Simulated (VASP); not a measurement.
GaSb:

```
Sb Ga
1.0
     0.00000    3.11900    3.11900
     3.11900    0.00000    3.11900
     3.11900    3.11900    0.00000
Sb Ga
1 1
Direct
  0.75000 0.75000 0.75000
  0.00000 0.00000 0.00000
```

This cell differs from its parent crystal: volume scaled by 1.06.

Base run:

- Program: VASP 6.6.1
- Functional: PBEsol
- Potentials or basis: VASP PAW PBE potentials, release 64 (Sb, Ga_d)
- Cutoff: 520 eV
- k mesh: 8 × 8 × 8
- Occupations: fermi-dirac, width 0.05 eV
- Spin: no spin polarisation

Its results: band gap on the k mesh zero (filled and empty bands touch); pressure -2.7 GPa.

**Question.** The run is repeated on the same cell with these changes: dispersion from none to D3(BJ). What comes out?

**Answer.** Band gap on the k mesh zero (filled and empty bands touch); pressure -4.2 GPa.

Dispersion adds attraction, which lowers the pressure at fixed volume and, as a term added to the energy, leaves the levels alone.

Caveats: the PAW data sets were made with another functional, which shifts forces and pressure a little; spin-orbit coupling is left out, which moves the levels of the heavy elements; pairwise dispersion overbinds metals, which lowers pressure and volume (some runs).
